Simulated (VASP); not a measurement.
Si2Mo:

```
CELL_PARAMETERS angstrom
-1.60000 1.60000 3.93050
1.60000 -1.60000 3.93050
1.60000 1.60000 -3.93050
ATOMIC_POSITIONS crystal
Si 0.33300 0.33300 0.00000
Si 0.66700 0.66700 0.00000
Mo 0.00000 0.00000 0.00000
```

| Property | Result |
| --- | --- |
| Program | VASP 6.6.1 |
| Task | relaxation of cell and atoms |
| Functional | LDA |
| Potentials or basis | VASP PAW LDA potentials, release 64 (Si, Mo_sv) |
| Cutoff | 600 eV |
| k mesh | 18 × 18 × 18 |
| Occupations | gaussian, width 0.1 eV |
| Spin | no spin polarisation |

At the start: pressure -5.5 GPa; volume 13.42 Å³/atom.

**Question.** How do energy, volume and symmetry change on relaxing?

**Answer.** Over 15 steps the energy falls by 8.0 meV/atom and the volume is 13.10 Å³/atom (-2.4 %); space group I4/mmm (No. 139, to 0.1 Å) before and after.

Step by step:
```tsv
step	energy change (eV)	largest force (eV/Å)	pressure (GPa)	volume (Å³)
1	0.0000	0.3706	-5.55	40.25
2	0.0344	0.1320	11.20	37.60
3	-0.0218	0.2010	0.31	39.20
4	-0.0218	0.1971	0.42	39.18
5	-0.0239	0.0244	0.13	39.26
6	-0.0239	0.0015	0.10	39.27
7	-0.0239	0.0057	0.09	39.28
8	-0.0239	0.0009	-0.13	39.31
9	-0.0240	0.0026	-0.03	39.29
10	-0.0240	0.0031	0.00	39.29
11	-0.0240	0.0031	0.01	39.29
12	-0.0240	0.0029	0.00	39.29
13	-0.0240	0.0027	0.01	39.29
14	-0.0240	0.0008	0.01	39.29
15	-0.0240	0.0003	0.01	39.29
```

Final structure:
```
CELL_PARAMETERS angstrom
-1.58858 1.58858 3.89222
1.58858 -1.58858 3.89222
1.58858 1.58858 -3.89222
ATOMIC_POSITIONS crystal
Si 0.33519 0.33519 0.00000
Si 0.66481 0.66481 0.00000
Mo 0.00000 0.00000 0.00000
```
